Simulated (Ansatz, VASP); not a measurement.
Two plane-wave programs on SiC

```xyz
4
Lattice="2.8076 0.0000 0.0000 -1.4038 2.4315 0.0000 0.0000 0.0000 4.9928" Properties=species:S:1:pos:R:3 pbc="T T T"
Si    0.0000    1.6210    0.0554
Si    1.4038    0.8105    2.5518
C     0.0000    1.6210    1.8668
C     1.4038    0.8105    4.3632
```

Alike in both runs: functional LDA; k mesh 12 × 12 × 6; occupations gaussian, width 0.05 eV; no spin polarisation.

Ansatz relaxed the structure, and its values are those at the end. VASP's run is a single point on that final structure, the one shown.

|  | VASP | Ansatz |
| --- | --- | --- |
| version | VASP 6.6.1 | Ansatz 0.2.0 |
| potentials or method | VASP PAW LDA potentials, release 64 (Si, C), cutoff 520 eV | scalar-relativistic, plane waves, PAW |
| valence electrons in the cell | 16 | 16 |

```tsv
	VASP	Ansatz	Ansatz less VASP
gap on the k mesh at the Fermi level (eV)	0.82	0.84	+0.021
least direct gap on the mesh (eV)	4.33	4.35	+0.022
```

Ansatz warns that its potentials were made for another functional, while VASP's fit it. LDA's correlation is that of Perdew and Zunger in VASP and of Perdew and Wang (1992) in Ansatz. Ansatz's warnings: stress scf threshold loose.
